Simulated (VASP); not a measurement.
# Al (Fm-3m) in VASP: notebook

Al is run at these levels: PBE+D3(BJ); tasks: single point.

Everything below comes from runs of VASP 6.6.1. Logs are shortened: lines on timing, memory, paths and dates and some standing lists are left out, and cuts for length are marked.

## 1. The cell of the first run

Symmetry: Fm-3m, No. 225, cubic system. The conventional cell has a = 4.103 Å, b = 4.103 Å, c = 4.103 Å, α = 90.00°, β = 90.00°, γ = 90.00°. Al (site symmetry m-3m) has 12 Al at 2.90 Å within 3.8 Å.

## 2. Single point, PBE+D3(BJ)

Contents of INCAR:

```
SYSTEM = Al
ALGO = Normal ; EDIFF = 1E-6
ENCUT = 500 ; GGA = PE
GGA_COMPAT = .False. ; ISIF = 2
ISMEAR = 1 ; IVDW = 12
LASPH = .True. ; LCHARG = .True.
LELF = .True. ; LREAL = .False.
LVHAR = .True. ; LWAVE = .False.
NBANDS = 8 ; NELM = 120
PREC = Accurate ; SIGMA = 0.05
```

Contents of KPOINTS:

```
k-points
0
Gamma
  12 12 12
  0 0 0
```

Contents of POSCAR:

```
Al
1.0
    0.0000000000      2.0514502267      2.0514502267
    2.0514502267      0.0000000000      2.0514502267
    2.0514502267      2.0514502267      0.0000000000
Al
1
Direct
    0.0000000000      0.0000000000      0.0000000000
```

Potentials or basis: VASP PAW PBE potentials, release 64 (Al).

On the command line:

```
$ cat potpaw_PBE.64/Al/POTCAR > POTCAR
$ mpirun -np 1 vasp_std > vasp.out
```

OUTCAR:

```text
SYSTEM = Al
   EDIFF = 1E-6
   ENCUT = 500
   GGA = PE
   ISIF = 2
   ISMEAR = 1
   IVDW = 12
   LASPH = .True.
   LREAL = .False.
   NELM = 120
   PREC = Accurate
 IVDW          = 12

 ion  position               nearest neighbor table
   1  0.000  0.000  0.000-

  LATTYP: Found a face centered cubic cell.
 ALAT       =     4.1029004534

  Lattice vectors:

 A1 = (   0.0000000000,   2.0514502267,   2.0514502267)
 A2 = (   2.0514502267,   0.0000000000,   2.0514502267)
 A3 = (   2.0514502267,   2.0514502267,   0.0000000000)

Analysis of symmetry for initial positions (statically):
=====================================================================
 Subroutine PRICEL returns:
 Original cell was already a primitive cell.

 Routine SETGRP: Setting up the symmetry group for a
 face centered cubic supercell.

 Subroutine GETGRP returns: Found 48 space group operations
 (whereof 48 operations were pure point group operations)
 out of a pool of 48 trial point group operations.

The static configuration has the point symmetry O_h .

Analysis of symmetry for dynamics (positions and initial velocities):
=====================================================================
 Subroutine PRICEL returns:
 Original cell was already a primitive cell.

 Routine SETGRP: Setting up the symmetry group for a
 face centered cubic supercell.

 Subroutine GETGRP returns: Found 48 space group operations
 (whereof 48 operations were pure point group operations)
 out of a pool of 48 trial point group operations.

The dynamic configuration has the point symmetry O_h .

 Subroutine INISYM returns: Found 48 space group operations
 (whereof 48 operations are pure point group operations),
 and found     1 'primitive' translations

----------------------------------------------------------------------------------------

                                     Primitive cell

  volume of cell :      17.2668

  direct lattice vectors                    reciprocal lattice vectors
     0.000000000  2.051450227  2.051450227    -0.243730018  0.243730018  0.243730018
     2.051450227  0.000000000  2.051450227     0.243730018 -0.243730018  0.243730018
     2.051450227  2.051450227  0.000000000     0.243730018  0.243730018 -0.243730018

  length of vectors
     2.901188733  2.901188733  2.901188733     0.422152774  0.422152774  0.422152774

  position of ions in fractional coordinates (direct lattice)
     0.000000000  0.000000000  0.000000000

  ion indices of the primitive-cell ions
   primitive index   ion index
[... 76 lines left out ...]
   NSW    =      0    number of steps for IOM
   IBRION =     -1    ionic relax: 0-MD 1-quasi-New 2-CG
   NFREE  =      0    steps in history (QN), initial steepest desc. (CG)
   ISIF   =      2    stress and relaxation
   ISYM   =      2    0-nonsym 1-usesym 2-fastsym
   POTIM  = 0.5000    time-step for ionic-motion
   TEBEG  =    0.0;   TEEND  =   0.0 temperature during run
   PSTRESS=    0.0 pullay stress
   NELECT =       3.0000    total number of electrons
   NUPDOWN=      -1.0000    fix difference up-down
   EMIN   =  10.00;   EMAX   =-10.00  energy-range for DOS
   EFERMI =   0.00;   METHOD = LEGACY
   ISMEAR =     1;   SIGMA  =   0.05  broadening in eV -4-tet -1-fermi 0-gaus
   EFERMI_NEDOS =   21; number of points for ismear=-14 and -15
   IALGO  =     38    algorithm
   IMIX   =      4    mixing-type and parameters
     AMIX     =   0.40;   BMIX     =  1.00
     AMIX_MAG =   1.60;   BMIX_MAG =  1.00
  volume/ion in A,a.u.               =      17.27       116.52
  Fermi-wavevector in a.u.,A,eV,Ry     =   0.913505  1.726274 11.353945  0.834491
  Thomas-Fermi vector in A             =   2.038024
   LORBIT       =      0    0 simple, 1 ext, 2 COOP (PROOUT), +10 PAW based schemes
   GGA     = PE    functional components
   LHFCALC =     F    Hartree Fock is set to
   AEXX    =    0.0000 exact exchange contribution
   IVDW    =    12    specifies the selected vdW correction
   LEPSILON=     F    determine dielectric tensor
   LRPA    =     F    only Hartree local field effects (RPA)
 non-spin polarized calculation
 Methfessel and Paxton  Order N= 1 SIGMA  =   0.05
  energy-cutoff  :      500.00
  volume of cell :       17.27
 maximum number of plane-waves:       448
 NGX is ok and might be reduce to    24
   NGX = 11   NGY = 11   NGZ = 11

 number of electron       3.0000000 magnetization

 Free energy of the ion-electron system (eV)
  ---------------------------------------------------
  ext. energy  EPLUGINS =         0.00000000
  ---------------------------------------------------
  free energy    TOTEN  =        -3.74615337 eV

  energy without entropy =       -3.74610954  energy(sigma->0) =       -3.74613876

 E-fermi :   7.4464     XC(G=0): -10.0329

 val. band max:        7.3057041040   @ k =   0.5000   0.2500   0.0833
 cond. band min:       7.4785116893   @ k =  -0.4167   0.4167   0.0833
 fundamental gap:      0.1728075852
 Fermi energy:         7.4464382843

 k-point     1 :       0.0000    0.0000    0.0000
  band No.  band energies     occupation
      1      -3.2894      2.00000
      2      19.9055      0.00000
      3      19.9055      0.00000
      4      19.9055      0.00000
      5      21.0608      0.00000
      6      21.0608      0.00000
      7      21.0608      0.00000
      8      23.6760      0.00000
[... 243 lines left out ...]
 k-point    24 :      -0.4167    0.1667    0.0000
  band No.  band energies     occupation
      1       3.1054      2.00000
      2       4.5051      2.00000
      3      12.8497      0.00000
      4      16.0303      0.00000
      5      17.8515      0.00000
      6      22.3988      0.00000
      7      24.9683      0.00000
      8      27.9767      0.00000

 [... further k-points ...]

------------------------ aborting loop because EDIFF is reached ----------------------------------------

 Edisp (eV)   -0.32083

 E8    (eV) :    -0.1434

  FORCE on cell =-STRESS in cart. coord.  units (eV):
  Direction    XX          YY          ZZ          XY          YZ          ZX
  --------------------------------------------------------------------------------------
  -------------------------------------------------------------------------------------
  Total      -0.67703    -0.67703    -0.67703    -0.00000    -0.00000     0.00000
  in kB     -62.82156   -62.82156   -62.82156    -0.00000    -0.00000     0.00000
  external pressure =      -62.82 kB  Pullay stress =        0.00 kB

 VOLUME and BASIS-vectors are now :
 -----------------------------------------------------------------------------
  energy-cutoff  :      500.00
  volume of cell :       17.27
      direct lattice vectors                 reciprocal lattice vectors
     0.000000000  2.051450227  2.051450227    -0.243730018  0.243730018  0.243730018
     2.051450227  0.000000000  2.051450227     0.243730018 -0.243730018  0.243730018
     2.051450227  2.051450227  0.000000000     0.243730018  0.243730018 -0.243730018

 POSITION                                       TOTAL-FORCE (eV/Angst)
 -----------------------------------------------------------------------------------
      0.00000      0.00000      0.00000         0.000000     -0.000000      0.000000
 -----------------------------------------------------------------------------------
    total drift:                                0.000000     -0.000000      0.000000

  FREE ENERGIE OF THE ION-ELECTRON SYSTEM (eV)
  ---------------------------------------------------
  free  energy   TOTEN  =        -4.0669872542 eV

  energy  without entropy=       -4.0669434173  energy(sigma->0) =       -4.06697264
```

stdout:

```text
POSCAR found type information on POSCAR Al
 POSCAR found :  1 types and       1 ions
 scaLAPACK will be used
 LDA part: xc-table for (Slater+PW92), standard interpolation
 POSCAR, INCAR and KPOINTS ok, starting setup
 FFT: planning ... GRIDC
 FFT: planning ... GRID_SOFT
 FFT: planning ... GRID
 WAVECAR not read
 entering main loop
```

Wall time 11 s (1 thread of Intel Xeon 8259CL, shared host); peak memory 0.14 GiB.

Results:

| Quantity | Value |
| --- | --- |
| Free energy | -4.0670 eV |
| Pressure | -6.3 GPa |
| Dispersion energy per atom | -0.321 eV |

Levels at points of the mesh, in eV from the Fermi level:
| k point | band 1 | band 2 | band 3 | band 4 | band 5 | band 6 |
| --- | --- | --- | --- | --- | --- | --- |
| (0.00, 0.00, 0.00) | -10.74 | 12.46 | 12.46 | 12.46 | 13.61 | 13.61 |
| (0.50, 0.00, 0.00) | -4.32 | -4.23 | 11.02 | 11.02 | 11.34 | 11.34 |
| (0.50, 0.50, 0.00) | -2.73 | -1.51 | 5.33 | 5.48 | 5.48 | 8.74 |

Caveat: three body term missing; pairwise dispersion overbinds metals, which lowers pressure and volume.

## 3. Single point, PBE+D3(BJ)

This run uses another cell than the first one, of 17.93 Å³/atom, 1.038 times its volume.

Contents of INCAR:

```
SYSTEM = Al
PREC = Accurate
ENCUT = 500
EDIFF = 1E-6
ISMEAR = 1
SIGMA = 0.05
LREAL = .FALSE.
LASPH = .TRUE.
NELM = 120
ALGO = Normal
ISIF = 2
LWAVE = .FALSE.
LCHARG = .TRUE.
GGA = PE
IVDW = 12
LELF = .TRUE.
LVHAR = .TRUE.
NBANDS = 8
GGA_COMPAT = .FALSE.
```

Contents of KPOINTS:

```
regular mesh
0
G
  12 12 12
  0 0 0
```

Contents of POSCAR:

```
Al
1.0
    0.0000000000      2.0774207080      2.0774207080
    2.0774207080      0.0000000000      2.0774207080
    2.0774207080      2.0774207080      0.0000000000
Al
1
Direct
    0.0000000000      0.0000000000      0.0000000000
```

Potentials or basis: VASP PAW PBE potentials, release 64 (Al).

On the command line:

```
$ cat potpaw_PBE.64/Al/POTCAR > POTCAR
$ mpirun -np 1 vasp_std > vasp.out
```

Run time: 11 s. Hardware: 1 thread of Intel Xeon 8259CL, shared host; peak memory 0.14 GiB.

Results (log left out):

- Free energy: -4.0366 eV
- Pressure: -8.3 GPa
- Dispersion energy per atom: -0.309 eV

Levels at points of the mesh, in eV from the Fermi level:
```csv
k point,band 1,band 2,band 3,band 4,band 5
"(0.00, 0.00, 0.00)",-10.47,12.27,12.27,12.27,13.15
"(0.50, 0.00, 0.00)",-4.17,-4.17,10.65,10.65,11.18
"(0.50, 0.50, 0.00)",-2.63,-1.50,5.32,5.32,5.33
```

Caveat: three body term missing; pairwise dispersion overbinds metals, which lowers pressure and volume.

## 4. Single point, PBE+D3(BJ)

This run uses another cell than the first one, of 18.60 Å³/atom, 1.077 times its volume.

Contents of INCAR:

```
PREC = Accurate
ENCUT = 500
EDIFF = 1E-6
ISMEAR = 1
SIGMA = 0.05
LREAL = F
LASPH = T
NELM = 120
ALGO = Normal
ISIF = 2
LWAVE = F
LCHARG = F
GGA = PE
IVDW = 12
NBANDS = 8
GGA_COMPAT = F
```

Contents of KPOINTS:

```
regular mesh
0
Gamma
  12 12 12
```

Contents of POSCAR:

```
Al
1.0
    0.0000000000      2.1027576040      2.1027576040
    2.1027576040      0.0000000000      2.1027576040
    2.1027576040      2.1027576040      0.0000000000
Al
1
Direct
    0.0000000000      0.0000000000      0.0000000000
```

On the command line:

```
$ cat potpaw_PBE.64/Al/POTCAR > POTCAR
$ mpirun -np 1 vasp_std > vasp.out
```

It took 12 s on 1 thread of Intel Xeon 8259CL, shared host; peak memory 0.14 GiB.

Results (log left out):

```
Free energy                : -3.9987 eV
Pressure                   : -9.9 GPa
Dispersion energy per atom : -0.297 eV
```

Levels at points of the mesh, in eV from the Fermi level:
```tsv
k point	band 1	band 2	band 3	band 4
(0.00, 0.00, 0.00)	-10.22	12.09	12.09	12.09
(0.50, 0.00, 0.00)	-4.11	-4.01	10.32	10.32
(0.50, 0.50, 0.00)	-2.52	-1.49	5.18	5.18
```

Caveat: three body term missing; pairwise dispersion overbinds metals, which lowers pressure and volume.

## 5. Summary

| cell | gap on the mesh (eV) | pressure (GPa) |
| --- | --- | --- |
| a = 2.901 Å, angles 60.0°, 1 atom | none | -6.3 |
| a = 2.938 Å, angles 60.0°, 1 atom | none | -8.3 |
| a = 2.974 Å, angles 60.0°, 1 atom | none | -9.9 |

Alike in all rows: task single point; level PBE+D3(BJ); potentials or basis VASP PAW PBE potentials, release 64 (Al); no spin polarisation; k mesh 12 × 12 × 12; cutoff (eV) 500; smearing methfessel-paxton 0.05 eV.

Caveats: three body term missing; pairwise dispersion overbinds metals, which lowers pressure and volume.

Total energies depend on the potentials used, so only differences within one code and one set of settings carry meaning.
